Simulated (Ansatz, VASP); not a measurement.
**Si2W: VASP beside Ansatz**

```
Si W
1.0
    -1.59269    1.59269    3.88584
     1.59269   -1.59269    3.88584
     1.59269    1.59269   -3.88584
Si W
2 1
Direct
  0.33467 0.33467 0.00000
  0.66533 0.66533 0.00000
  0.00000 0.00000 0.00000
```

Alike in both runs: functional LDA; k mesh 18 × 18 × 18; occupations gaussian, width 0.1 eV; no spin polarisation.

Ansatz relaxed the structure, and its values are those at the end. VASP's run is a single point on that final structure, the one shown.

```csv
,VASP,Ansatz
version,VASP 6.6.1,Ansatz 0.2.0
potentials or method,"VASP PAW LDA potentials, release 64 (Si, W_sv), cutoff 520 eV","scalar-relativistic, plane waves, PAW"
valence electrons in the cell,22,22
```

```csv
,VASP,Ansatz,Ansatz less VASP
gap on the k mesh at the Fermi level (eV),none,none,-
pressure (GPa),0.8,0.0,-0.78
rms of the force components (eV/Å),0.004,0.002,-0.0023
```

LDA's correlation is that of Perdew and Zunger in VASP and of Perdew and Wang (1992) in Ansatz. A gap of «none» marks a metal or a gap that the smearing closes.

Neither program's run includes spin-orbit coupling.
